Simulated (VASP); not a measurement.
Input of a VASP 6.6.1 run:

INCAR

```
SYSTEM = SiGeO4
  PREC = Accurate
  ENCUT = 520
  EDIFF = 1E-7
  ISMEAR = -1
  SIGMA = 0.05
  LREAL = Auto
  LASPH = .True.
  NELM = 100
  ALGO = Normal
  ISIF = 2
  LWAVE = .False.
  LCHARG = .False.
  GGA = PS
  NBANDS = 294
```

File KPOINTS:

```
Automatic mesh
0
Gamma
  1 1 1
  0 0 0
```

The input POSCAR:

```
SiGeO4
1.0
   10.4395670000      0.0000000000      0.0000000000
   -5.2197830000      9.0409300000      0.0000000000
    0.0000000000      0.0000000000     11.6940230000
Ge Si O
12 12 48
Direct
    0.2788080000      0.1292780000      0.0757960000
    0.4744500000      0.5451300000      0.1185190000
    0.7712420000      0.9375670000      0.2051350000
    0.6564370000      0.0264750000      0.4893700000
    0.7905660000      0.4387300000      0.8672130000
    0.7061270000      0.4126870000      0.3678410000
    0.2103050000      0.4592650000      0.2885990000
    0.6294520000      0.0260030000      0.9980330000
    0.4717200000      0.3186590000      0.9363450000
    0.2199940000      0.2667330000      0.7669490000
    0.3157590000      0.8482730000      0.0857660000
    0.7800980000      0.3263470000      0.6195960000
    0.1780500000      0.9428940000      0.7304410000
    0.5432260000      0.7542280000      0.6381500000
    0.0930910000      0.0322990000      0.2977620000
    0.1092780000      0.6930460000      0.9014420000
    0.3751330000      0.2143410000      0.4265740000
    0.3501550000      0.8105580000      0.3406420000
    0.4203170000      0.9010350000      0.7949750000
    0.3307610000      0.4462140000      0.5356170000
    0.1820160000      0.8960600000      0.4839000000
    0.0118290000      0.3831000000      0.7970170000
    0.8478160000      0.2430860000      0.2816770000
    0.5313820000      0.5665050000      0.8489260000
    0.2709940000      0.1879070000      0.9307650000
    0.2338100000      0.3812790000      0.6501660000
    0.4396560000      0.5702550000      0.9581020000
    0.4562790000      0.6195670000      0.5482490000
    0.6464890000      0.2073320000      0.0292860000
    0.6378060000      0.1404170000      0.5922880000
    0.4471020000      0.3154210000      0.0907370000
    0.9368460000      0.0271790000      0.2951550000
    0.3261410000      0.0622940000      0.4947490000
    0.1577800000      0.0885930000      0.7179840000
    0.3240950000      0.6546610000      0.2883010000
    0.7842520000      0.8950470000      0.9259650000
    0.0935840000      0.2938700000      0.8434940000
    0.4983150000      0.8709620000      0.0791400000
    0.1254330000      0.0260840000      0.1592780000
    0.0945650000      0.8287690000      0.8334460000
    0.4158460000      0.3537170000      0.5094620000
    0.7222270000      0.4099560000      0.7243560000
    0.2363790000      0.7812220000      0.4461810000
    0.5925490000      0.6846650000      0.7468750000
    0.7872210000      0.3582560000      0.2605980000
    0.1056280000      0.5610100000      0.8148520000
    0.9482330000      0.3406820000      0.6639500000
    0.1401900000      0.7049080000      0.0469870000
    0.2181720000      0.4210390000      0.4326870000
    0.4221380000      0.3852890000      0.7974660000
    0.0759890000      0.8998580000      0.3818340000
    0.3078830000      0.7929050000      0.8915630000
    0.8059310000      0.1615090000      0.4086380000
    0.8665150000      0.3188190000      0.8793530000
    0.5201940000      0.9172160000      0.3870870000
    0.7898940000      0.9838610000      0.0077120000
    0.2849520000      0.4217560000      0.1685220000
    0.0236300000      0.3448160000      0.2611550000
    0.2384730000      0.1849680000      0.3409840000
    0.3560830000      0.0027170000      0.7412630000
    0.5241230000      0.2551510000      0.3558560000
    0.9197850000      0.6005120000      0.9302500000
    0.3112660000      0.8869810000      0.2352620000
    0.4338760000      0.8082090000      0.6876050000
    0.7647570000      0.1100420000      0.1858420000
    0.6791480000      0.8931390000      0.5694210000
    0.3543790000      0.0227050000      0.0319200000
    0.1080220000      0.8535980000      0.6093960000
    0.6113590000      0.2573950000      0.9246420000
    0.8075140000      0.4334820000      0.4956600000
    0.6395370000      0.5072100000      0.9097600000
    0.5842370000      0.9988430000      0.8519270000
```

Potentials or basis: VASP PAW PBE potentials, release 64 (Ge_d, Si, O).

Launch:

```bash
$ cat potpaw_PBE.64/Ge_d/POTCAR potpaw_PBE.64/Si/POTCAR potpaw_PBE.64/O/POTCAR > POTCAR
$ mpirun -np 1 vasp_gam > vasp.out
```

(1) What does it give for the pressure?

(2) Predict the largest force.

Results:

(1) 0.1 GPa.

(2) 0.556 eV/Å.

Caveat: the k points lie up to 0.69 Å⁻¹ apart; the PAW data sets were made with another functional, which shifts forces and pressure a little.
